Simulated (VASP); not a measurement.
# Au (I4/mmm) in VASP: further runs, part 2 of 2

VASP 6.6.1.

### Step 5. Single point, PBE (strain +0.015 along x and y, -0.015 along z)

File INCAR:

```
ALGO = Normal ; EDIFF = 1E-6
ENCUT = 520 ; GGA = PE
ISIF = 2 ; ISMEAR = 0
LASPH = True ; LCHARG = False
LREAL = False ; LWAVE = False
NBANDS = 12 ; NELM = 100
PREC = Accurate ; SIGMA = 0.15
```

File KPOINTS:

```
k-points
0
Gamma
  20 20 20
```

File POSCAR:

```
Au
1.0
    0.0000000000      2.0761825000      2.0148175000
    2.0761825000      0.0000000000      2.0148175000
    2.0761825000      2.0761825000      0.0000000000
Au
1
Direct
    0.0000000000      0.0000000000      0.0000000000
```

Potentials or basis: VASP PAW PBE potentials, release 64 (Au).

On the command line:

```console
$ cat potpaw_PBE.64/Au/POTCAR > POTCAR
$ mpirun -np 1 vasp_std > vasp.out
```

OUTCAR:

```text
EDIFF = 1E-6
   ENCUT = 520
   GGA = PE
   ISIF = 2
   ISMEAR = 0
   LASPH = True
   LREAL = False
   NELM = 100
   PREC = Accurate

 ion  position               nearest neighbor table
   1  0.000  0.000  0.000-

  LATTYP: Found a body centered tetragonal cell.
 ALAT       =     2.9361654495
 C/A-ratio  =     1.3724141467

  Lattice vectors:

 A1 = (   0.0000000000,  -2.0761825000,  -2.0148175000)
 A2 = (   0.0000000000,   2.0761825000,  -2.0148175000)
 A3 = (   2.0761825000,   0.0000000000,   2.0148175000)

Analysis of symmetry for initial positions (statically):
=====================================================================
 Subroutine PRICEL returns:
 Original cell was already a primitive cell.

 Routine SETGRP: Setting up the symmetry group for a
 body centered tetragonal supercell.

 Subroutine GETGRP returns: Found 16 space group operations
 (whereof 16 operations were pure point group operations)
 out of a pool of 16 trial point group operations.

The static configuration has the point symmetry D_4h.

Analysis of symmetry for dynamics (positions and initial velocities):
=====================================================================
 Subroutine PRICEL returns:
 Original cell was already a primitive cell.

 Routine SETGRP: Setting up the symmetry group for a
 body centered tetragonal supercell.

 Subroutine GETGRP returns: Found 16 space group operations
 (whereof 16 operations were pure point group operations)
 out of a pool of 16 trial point group operations.

The dynamic configuration has the point symmetry D_4h.

 Subroutine INISYM returns: Found 16 space group operations
 (whereof 16 operations are pure point group operations),
 and found     1 'primitive' translations

----------------------------------------------------------------------------------------

                                     Primitive cell

  volume of cell :      17.3699

  direct lattice vectors                    reciprocal lattice vectors
     0.000000000  2.076182500  2.014817500    -0.240826613  0.240826613  0.248161434
     2.076182500  0.000000000  2.014817500     0.240826613 -0.240826613  0.248161434
     2.076182500  2.076182500  0.000000000     0.240826613  0.240826613 -0.248161434

  length of vectors
     2.893099261  2.893099261  2.936165449     0.421401249  0.421401249  0.421401249

  position of ions in fractional coordinates (direct lattice)
     0.000000000  0.000000000  0.000000000

  ion indices of the primitive-cell ions
   primitive index   ion index
                 1           1

----------------------------------------------------------------------------------------

 KPOINTS: k-points

Automatic generation of k-mesh.
 Grid dimensions read from file:
 generate k-points for:   20   20   20

 Generating k-lattice:

  Cartesian coordinates                     Fractional coordinates (reciprocal lattice)
    -0.012041331  0.012041331  0.012408072     0.050000000  0.000000000  0.000000000
     0.012041331 -0.012041331  0.012408072     0.000000000  0.050000000  0.000000000
     0.012041331  0.012041331 -0.012408072    -0.000000000 -0.000000000  0.050000000

  Length of vectors
     0.021070062  0.021070062  0.021070062

  Shift w.r.t. Gamma in fractional coordinates (k-lattice)
     0.000000000  0.000000000  0.000000000

 Subroutine IBZKPT returns following result:
 ===========================================

 Found    641 irreducible k-points:

 Following reciprocal coordinates:
            Coordinates               Weight
  0.000000  0.000000  0.000000      1.000000
  0.050000  0.000000  0.000000      8.000000
  0.100000  0.000000  0.000000      8.000000
  0.150000  0.000000  0.000000      8.000000
  0.200000  0.000000  0.000000      8.000000
  0.250000  0.000000  0.000000      8.000000
[... 16 lines left out ...]
 -0.400000  0.050000  0.000000      8.000000
 -0.350000  0.050000  0.000000      8.000000
 [... further k-points ...]
   k-points           NKPTS =    641   k-points in BZ     NKDIM =    641   number of bands    NBANDS=     12
   number of dos      NEDOS =    301   number of ions     NIONS =      1
   total plane-waves  NPLWV =  13824
   dimension x,y,z NGX =    24 NGY =   24 NGZ =   24
   dimension x,y,z NGXF=    48 NGYF=   48 NGZF=   48
   ions per type =               1
   NGX,Y,Z   is equivalent  to a cutoff of  13.79, 13.79, 13.59 a.u.
   NGXF,Y,Z  is equivalent  to a cutoff of  27.58, 27.58, 27.18 a.u.
 SYSTEM =  unknown system
   PREC   = accura    normal or accurate (medium, high low for compatibility)
   ISTART =      0    job   : 0-new  1-cont  2-samecut
   ICHARG =      2    charge: 1-file 2-atom 10-const
   ISPIN  =      1    spin polarized calculation?
   LNONCOLLINEAR =      F non collinear calculations
   LSORBIT =      F    spin-orbit coupling
   LASPH  =      T    aspherical Exc in radial PAW
   ENCUT  =  520.0 eV  38.22 Ry    6.18 a.u.   5.38  5.38  5.46*2*pi/ulx,y,z
   NELM   =    100;   NELMIN=  2; NELMDL= -5     # of ELM steps
   EDIFF  = 0.1E-05   stopping-criterion for ELM
   LREAL  =      F    real-space projection
   EDIFFG = 0.1E-04   stopping-criterion for IOM
   NSW    =      0    number of steps for IOM
   IBRION =     -1    ionic relax: 0-MD 1-quasi-New 2-CG
   NFREE  =      0    steps in history (QN), initial steepest desc. (CG)
   ISIF   =      2    stress and relaxation
   ISYM   =      2    0-nonsym 1-usesym 2-fastsym
   POTIM  = 0.5000    time-step for ionic-motion
   TEBEG  =    0.0;   TEEND  =   0.0 temperature during run
   PSTRESS=    0.0 pullay stress
   NELECT =      11.0000    total number of electrons
   NUPDOWN=      -1.0000    fix difference up-down
   EMIN   =  10.00;   EMAX   =-10.00  energy-range for DOS
   EFERMI =   0.00;   METHOD = LEGACY
   ISMEAR =     0;   SIGMA  =   0.15  broadening in eV -4-tet -1-fermi 0-gaus
   EFERMI_NEDOS =   21; number of points for ismear=-14 and -15
   IALGO  =     38    algorithm
   IMIX   =      4    mixing-type and parameters
     AMIX     =   0.40;   BMIX     =  1.00
     AMIX_MAG =   1.60;   BMIX_MAG =  1.00
  volume/ion in A,a.u.               =      17.37       117.22
  Fermi-wavevector in a.u.,A,eV,Ry     =   1.405854  2.656678 26.890891  1.976425
  Thomas-Fermi vector in A             =   2.528273
   LORBIT       =      0    0 simple, 1 ext, 2 COOP (PROOUT), +10 PAW based schemes
   GGA     = PE    functional components
   LHFCALC =     F    Hartree Fock is set to
   AEXX    =    0.0000 exact exchange contribution
   IVDW    =     0    specifies the selected vdW correction
   LEPSILON=     F    determine dielectric tensor
   LRPA    =     F    only Hartree local field effects (RPA)
 non-spin polarized calculation
 Gauss-broadening in eV      SIGMA  =   0.15
  energy-cutoff  :      520.00
  volume of cell :       17.37
 maximum number of plane-waves:       499
 NGX is ok and might be reduce to    24
   NGX = 11   NGY = 11   NGZ = 11

 number of electron      11.0000000 magnetization

 Free energy of the ion-electron system (eV)
  ---------------------------------------------------
  ext. energy  EPLUGINS =         0.00000000
  ---------------------------------------------------
  free energy    TOTEN  =        -3.21306852 eV

  energy without entropy =       -3.21014529  energy(sigma->0) =       -3.21160690

 E-fermi :   9.1550     XC(G=0): -12.6026

 val. band max:        9.1247430511   @ k =   0.4500   0.3500   0.0000
 cond. band min:       9.1624113146   @ k =   0.5000   0.1000   0.2500
 fundamental gap:      0.0376682635
 Fermi energy:         9.1549704988

 k-point     1 :       0.0000    0.0000    0.0000
  band No.  band energies     occupation
      1      -0.4957      2.00000
      2       4.4884      2.00000
      3       4.4884      2.00000
      4       4.7396      2.00000
      5       5.8916      2.00000
      6       6.1665      2.00000
      7      23.7201      0.00000
      8      27.4330      0.00000
      9      27.4330      0.00000
     10      27.9305      0.00000
     11      32.4558      0.00000
     12      36.4875      0.00000
[... 331 lines left out ...]
 k-point    24 :      -0.3500    0.0500    0.0000
  band No.  band energies     occupation
      1       2.0283      2.00000
      2       4.5767      2.00000
      3       4.7510      2.00000
      4       5.6707      2.00000
      5       6.6812      2.00000
      6       7.1419      2.00000
      7      15.7391      0.00000
      8      23.7995      0.00000
      9      26.4512      0.00000
     10      27.4859      0.00000
     11      32.2011      0.00000
     12      32.7346      0.00000

 [... further k-points ...]

------------------------ aborting loop because EDIFF is reached ----------------------------------------

  FORCE on cell =-STRESS in cart. coord.  units (eV):
  Direction    XX          YY          ZZ          XY          YZ          ZX
  --------------------------------------------------------------------------------------
  -------------------------------------------------------------------------------------
  Total        0.5180679      0.5180679      0.6096513      0.0000000      0.0000000      0.0000000
  in kB       47.7859812     47.7859812     56.2335249      0.0000000      0.0000000      0.0000000
  external PRESSURE =      50.6018291 kB  Pullay stress =       0.0000000 kB

 VOLUME and BASIS-vectors are now :
 -----------------------------------------------------------------------------
  energy-cutoff  :      520.00
  volume of cell :       17.37
      direct lattice vectors                 reciprocal lattice vectors
     0.000000000  2.076182500  2.014817500    -0.240826613  0.240826613  0.248161434
     2.076182500  0.000000000  2.014817500     0.240826613 -0.240826613  0.248161434
     2.076182500  2.076182500  0.000000000     0.240826613  0.240826613 -0.248161434

 POSITION                                       TOTAL-FORCE (eV/Angst)
 -----------------------------------------------------------------------------------
      0.00000      0.00000      0.00000         0.000000      0.000000      0.000000
 -----------------------------------------------------------------------------------
    total drift:                               -0.000000      0.000000     -0.000000

  FREE ENERGIE OF THE ION-ELECTRON SYSTEM (eV)
  ---------------------------------------------------
  free  energy   TOTEN  =        -3.2130685152 eV

  energy  without entropy=       -3.2101452947  energy(sigma->0) =       -3.21160690
```

OSZICAR:

```text
N       E                     dE             d eps       ncg     rms          rms(c)
DAV:   1     0.492888623541E+02    0.49289E+02   -0.55424E+03 15968   0.813E+02
DAV:   2    -0.280402026029E+01   -0.52093E+02   -0.49104E+02 17960   0.187E+02
DAV:   3    -0.347613581740E+01   -0.67212E+00   -0.67087E+00 18600   0.205E+01
DAV:   4    -0.347845423726E+01   -0.23184E-02   -0.23183E-02 18380   0.139E+00
DAV:   5    -0.347847169829E+01   -0.17461E-04   -0.17460E-04 19012   0.114E-01    0.885E+00
DAV:   6    -0.323263276198E+01    0.24584E+00   -0.66558E-01 16760   0.659E+00    0.567E+00
DAV:   7    -0.321513794207E+01    0.17495E-01   -0.60125E-02 18376   0.200E+00    0.273E+00
DAV:   8    -0.321307534968E+01    0.20626E-02   -0.14351E-03 17116   0.321E-01    0.245E-01
DAV:   9    -0.321306306982E+01    0.12280E-04   -0.74370E-06 18800   0.241E-02    0.211E-02
DAV:  10    -0.321306857410E+01   -0.55043E-05   -0.27352E-06 18220   0.160E-02    0.182E-03
DAV:  11    -0.321306851517E+01    0.58925E-07   -0.58854E-08  9876   0.187E-03
   1 F= -.32130685E+01 E0= -.32116069E+01  d E =-.292322E-02
```

Wall time 2.1 min (1 thread of Intel Xeon 8259CL, shared host); peak memory 0.25 GiB.

What came out:

- Free energy: -3.2131 eV
- Pressure: 5.1 GPa
- Band gap on the k mesh: zero (an odd number of electrons rules out a gap without spin polarisation)

Caveat: the cell differs from its parent crystal (strain +0.015 along x and y, -0.015 along z); the cell stands under pressure; spin-orbit coupling is left out, which moves the levels of the heavy elements.

### Step 6. Single point, PBE (strain +0.000 along x and y, +0.030 along z)

File INCAR:

```
  PREC = Accurate
  ENCUT = 520
  EDIFF = 1E-6
  ISMEAR = 0
  SIGMA = 0.15
  LREAL = False
  LASPH = True
  NELM = 60
  ALGO = Normal
  ISIF = 2
  LWAVE = False
  LCHARG = False
  GGA = PE
  NBANDS = 12
```

File KPOINTS:

```
regular mesh
0
Gamma
  20 20 20
```

File POSCAR:

```
Au
1.0
    0.0000000000      2.0455000000      2.1068650000
    2.0455000000      0.0000000000      2.1068650000
    2.0455000000      2.0455000000      0.0000000000
Au
1
Direct
    0.0000000000      0.0000000000      0.0000000000
```

Potentials or basis: VASP PAW PBE potentials, release 64 (Au).

On the command line:

```console
$ cat potpaw_PBE.64/Au/POTCAR > POTCAR
$ mpirun -np 1 vasp_std > vasp.out
```

Wall time 1.9 min (1 thread of Intel Xeon 8259CL, shared host); peak memory 0.25 GiB.

The run converged. Its results:

```
Free energy            : -3.2194 eV
Pressure               : 2.6 GPa
Band gap on the k mesh : zero (an odd number of electrons rules out a gap without spin polarisation)
```

Stress tensor (GPa, compression positive):
```
2.96 0.00 0.00
0.00 2.96 0.00
0.00 0.00 2.00
```

Levels at points of the mesh, in eV from the Fermi level:
```csv
k point,band 3,band 4,band 5,band 6,band 7,band 8,band 9,band 10
"(0.00, 0.00, 0.00)",-4.42,-4.42,-3.22,-2.94,14.59,18.08,18.53,18.53
"(0.50, 0.00, 0.00)",-4.42,-2.00,-1.89,-0.79,2.91,13.97,16.62,17.22
"(0.50, 0.50, 0.00)",-1.98,-1.66,-1.66,0.81,5.07,10.27,10.27,17.16
"(0.50, 0.00, 0.50)",-2.00,-1.74,-1.54,1.29,5.74,9.74,9.78,16.72
```

Caveat: the cell differs from its parent crystal (strain +0.000 along x and y, +0.030 along z); spin-orbit coupling is left out, which moves the levels of the heavy elements.

### Step 7. Single point, PBE (strain +0.015 along x and y, +0.000 along z)

File INCAR:

```
PREC = Accurate
ENCUT = 520
EDIFF = 1E-6
ISMEAR = 0
SIGMA = 0.15
LREAL = F
LASPH = T
NELM = 60
ALGO = Fast
ISIF = 2
LWAVE = F
LCHARG = F
GGA = PE
NBANDS = 12
```

File KPOINTS:

```
Automatic mesh
0
Gamma
  20 20 20
```

File POSCAR:

```
Au
1.0
    0.0000000000      2.0761825000      2.0455000000
    2.0761825000      0.0000000000      2.0455000000
    2.0761825000      2.0761825000      0.0000000000
Au
1
Direct
    0.0000000000      0.0000000000      0.0000000000
```

On the command line:

```console
$ cat potpaw_PBE.64/Au/POTCAR > POTCAR
$ mpirun -np 1 vasp_std > vasp.out
```

It took 2.6 min on 1 thread of Intel Xeon 8259CL, shared host; peak memory 0.25 GiB.

The run converged. Its results:

```
Free energy            : -3.2202 eV
Pressure               : 2.7 GPa
Band gap on the k mesh : zero (an odd number of electrons rules out a gap without spin polarisation)
```

Stress tensor (GPa, compression positive):
```
2.52 0.00 0.00
0.00 2.52 0.00
0.00 0.00 2.92
```

Levels at points of the mesh, in eV from the Fermi level:
| k point | band 4 | band 5 | band 6 | band 7 | band 8 | band 9 |
| --- | --- | --- | --- | --- | --- | --- |
| (0.00, 0.00, 0.00) | -4.41 | -3.13 | -3.00 | 14.59 | 18.31 | 18.31 |
| (0.50, 0.00, 0.00) | -1.97 | -1.91 | -0.78 | 2.91 | 14.02 | 16.73 |
| (0.50, 0.50, 0.00) | -1.63 | -1.63 | 1.31 | 5.75 | 9.76 | 9.76 |
| (0.50, 0.00, 0.50) | -1.69 | -1.59 | 1.06 | 5.41 | 10.01 | 10.03 |

Caveat: the cell differs from its parent crystal (strain +0.015 along x and y, +0.000 along z); spin-orbit coupling is left out, which moves the levels of the heavy elements.

### Step 8. Overview

```tsv
cell	gap on the mesh (eV)	pressure (GPa)
a = 2.893, b = 2.893, c = 2.849 Å, angles 60.5, 60.5, 59.0°, 1 atom	none	10.6
a = 2.915, b = 2.915, c = 2.849 Å, angles 60.7, 60.7, 58.5°, 1 atom	none	7.8
a = 2.915, b = 2.915, c = 2.893 Å, angles 60.2, 60.2, 59.5°, 1 atom	none	5.0
a = 2.893, b = 2.893, c = 2.936 Å, angles 59.5, 59.5, 61.0°, 1 atom	none	5.1
a = 2.936, b = 2.936, c = 2.893 Å, angles 60.5, 60.5, 59.0°, 1 atom	none	2.6
a = 2.915, b = 2.915, c = 2.936 Å, angles 59.8, 59.8, 60.5°, 1 atom	none	2.7
```

Alike in all rows: task single point; level PBE; potentials or basis VASP PAW PBE potentials, release 64 (Au); no spin polarisation; k mesh 20 × 20 × 20; cutoff (eV) 520; smearing gaussian 0.15 eV.

Caveats: spin-orbit coupling is left out, which moves the levels of the heavy elements; the cell stands under pressure (at least some runs).

Absolute energies hang on the potentials; compare differences alone.

The gap in the log of VASP goes by the Fermi energy; the results here count the filled bands.